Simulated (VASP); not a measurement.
Here is a VASP 6.6.1 calculation.

Contents of INCAR:

```
PREC = Accurate
ENCUT = 600
EDIFF = 1E-6
ISMEAR = 0
SIGMA = 0.01
LREAL = False
LASPH = True
NELM = 100
ALGO = Normal
ISIF = 3
LWAVE = False
LCHARG = False
GGA = PE
IBRION = 2
NSW = 80
EDIFFG = -0.05
```

The input KPOINTS:

```
regular mesh
0
Gamma
  6 6 4
```

File POSCAR:

```
ZnS
1.0
    3.8110000000      0.0000000000      0.0000000000
   -1.9055000000      3.3004200000      0.0000000000
    0.0000000000      0.0000000000      6.2340000000
Zn S
2 2
Direct
    0.3333333333      0.6666666667      0.0000000000
    0.6666666667      0.3333333333      0.5000000000
    0.3333333333      0.6666666667      0.3850000000
    0.6666666667      0.3333333333      0.8850000000
```

Potentials or basis: VASP PAW PBE potentials, release 64 (Zn, S).

The run is started by

```sh
$ cat potpaw_PBE.64/Zn/POTCAR potpaw_PBE.64/S/POTCAR > POTCAR
$ mpirun -np 1 vasp_std > vasp.out
```

What does it give for the band gap on the k mesh?

2.08 eV.

Estimate the relaxed volume.

20.20 Å³/atom.

What does it give for the relaxed cell?

a = 3.849 Å, b = 3.849 Å, c = 6.298 Å, α = 90.00°, β = 90.00°, γ = 120.00°.

The path:
| step | energy change (eV) | largest force (eV/Å) | pressure (GPa) | volume (Å³) |
| --- | --- | --- | --- | --- |
| 1 | 0.0000 | 0.3237 | 2.50 | 78.41 |
| 2 | -0.0319 | 0.0909 | -0.85 | 81.93 |
| 3 | -0.0332 | 0.1294 | -0.25 | 81.29 |
| 4 | -0.0332 | 0.1256 | -0.31 | 81.35 |
| 5 | -0.0364 | 0.0682 | -0.11 | 81.10 |
| 6 | -0.0378 | 0.0150 | 0.00 | 80.88 |
| 7 | -0.0360 | 0.1036 | 0.47 | 80.44 |
| 8 | -0.0379 | 0.0078 | 0.08 | 80.79 |
| 9 | -0.0394 | 0.0049 | 0.11 | 80.80 |

Expect the measured gap to be larger: semilocal functionals such as PBE lack the derivative discontinuity. PBE usually gives volumes a little too large and moduli too small.
